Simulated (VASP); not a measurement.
TePb: relaxation of cell and atoms with PBE

The system is TePb.

```
CELL_PARAMETERS angstrom
4.45856 0.00000 0.00000
-2.22928 3.86123 0.00000
0.00000 0.00000 4.18618
ATOMIC_POSITIONS crystal
Te 0.00000 0.00000 0.00000
Pb 0.66667 0.33333 0.50000
```

```yaml
Program: VASP 6.6.1
Task: relaxation of cell and atoms
Functional: PBE
Potentials_or_basis: VASP PAW PBE potentials, release 64 (Te, Pb_d)
Cutoff: 600 eV
k_mesh: 12 × 12 × 14
Occupations: gaussian, width 0.1 eV
Spin: no spin polarisation
Dipole_correction: no
Further_INCAR_settings: ALGO = Normal; EDIFF = 1e-06; IBRION = 2; EDIFFG = -0.01; NSW = 100; ISIF = 3
```

The pressure after relaxing is 0.0 GPa. The band gap on the k mesh is zero (band 10 reaches 5.24 eV, above the bottom of band 11 at 4.56 eV).

Final structure:
```xyz
2
Lattice="4.4586 0.0000 0.0000 -2.2293 3.8612 0.0000 0.0000 0.0000 4.1862" Properties=species:S:1:pos:R:3 pbc="T T T"
Te    0.0000    0.0000    0.0000
Pb    2.2293    1.2871    2.0931
```

Levels at points of the mesh, in eV from the Fermi level:
```csv
k point,band 8,band 9,band 10,band 11,band 12,band 13
"(0.00, 0.00, 0.00)",-1.71,-1.04,-1.04,2.71,2.71,4.31
"(0.50, 0.00, 0.00)",-2.16,-1.65,-0.47,1.98,2.66,4.52
"(0.00, 0.00, 0.50)",-0.21,-0.21,0.01,1.13,2.51,2.51
"(0.50, 0.00, 0.50)",-3.58,-3.58,-0.72,1.35,2.58,2.60
```

Run time: 120 s on 1 thread of Intel Xeon 6975P-C, with other jobs on the host, peak memory 0.37 GiB.

Caveat: the relaxation stopped at its first step, so nothing moved; spin-orbit coupling is left out, which moves the levels of the heavy elements.
